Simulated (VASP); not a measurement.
Set up this calculation in VASP 6.6.1, as the native input.

```yaml
Task: single point
Functional: PBE
Potentials_or_basis: VASP PAW PBE potentials, release 64 (Al, N)
Cutoff: 520 eV
k_mesh: 13 × 13 × 7
Occupations: fermi-dirac, width 0.05 eV
Spin: no spin polarisation
Dipole_correction: no
k_mesh_for_the_DOS: 20 × 20 × 11
Occupations_for_the_DOS: tetrahedron
Further_INCAR_settings: ALGO = Normal; EDIFF = 1e-07; NBANDS = 16
```

The system is AlN (wurtzite type).

```
CELL_PARAMETERS angstrom
2.80310 0.00000 0.00000
-1.40155 2.42755 0.00000
0.00000 0.00000 3.44160
ATOMIC_POSITIONS crystal
Al 0.33333 0.66667 0.93800
Al 0.66667 0.33333 0.43800
N 0.33333 0.66667 0.43800
N 0.66667 0.33333 0.93800
```

One way to write it, as run:

POSCAR

```
AlN
1.0
    2.8030977793      0.0000000000      0.0000000000
   -1.4015488896      2.4275538862      0.0000000000
    0.0000000000      0.0000000000      3.4415996048
Al N
2 2
Direct
    0.3333333333      0.6666666667     -0.0620002097
    0.6666666667      0.3333333333      0.4379997903
    0.3333333333      0.6666666667      0.4380002097
    0.6666666667      0.3333333333      0.9380002097
```

INCAR.step1

```
PREC = Accurate
ENCUT = 520
EDIFF = 1E-7
ISMEAR = -1
SIGMA = 0.05
LREAL = False
LASPH = True
NELM = 60
ALGO = Normal
ISIF = 2
LWAVE = False
LCHARG = True
GGA = PE
NBANDS = 16
```

KPOINTS.step1

```
Automatic mesh
0
Gamma
  13 13 7
```

INCAR.step2

```
PREC = Accurate
ENCUT = 520
EDIFF = 1E-7
ISMEAR = -5
SIGMA = 0.05
LREAL = False
LASPH = True
NELM = 60
ALGO = Normal
ISIF = 2
LWAVE = False
LCHARG = False
GGA = PE
LORBIT = 11
NBANDS = 16
NEDOS = 2001
ICHARG = 11
```

KPOINTS.step2

```
Automatic mesh
0
Gamma
  20 20 11
```

Potentials or basis: VASP PAW PBE potentials, release 64 (Al, N).

The run is started by

```sh
$ cat potpaw_PBE.64/Al/POTCAR potpaw_PBE.64/N/POTCAR > POTCAR
$ cp INCAR.step1 INCAR
$ cp KPOINTS.step1 KPOINTS
$ mpirun -np 1 vasp_std > vasp.out
$ cp INCAR.step2 INCAR
$ cp KPOINTS.step2 KPOINTS
$ mpirun -np 1 vasp_std > vasp.out
```

Results of the run:

```yaml
Valence_electrons_inside_the_program's_atomic_spheres: Al 1.28; N 4.43
```

Wall time 2.8 min on 1 thread of Intel Xeon 8259CL, on a shared host, peak memory 0.2 GiB.
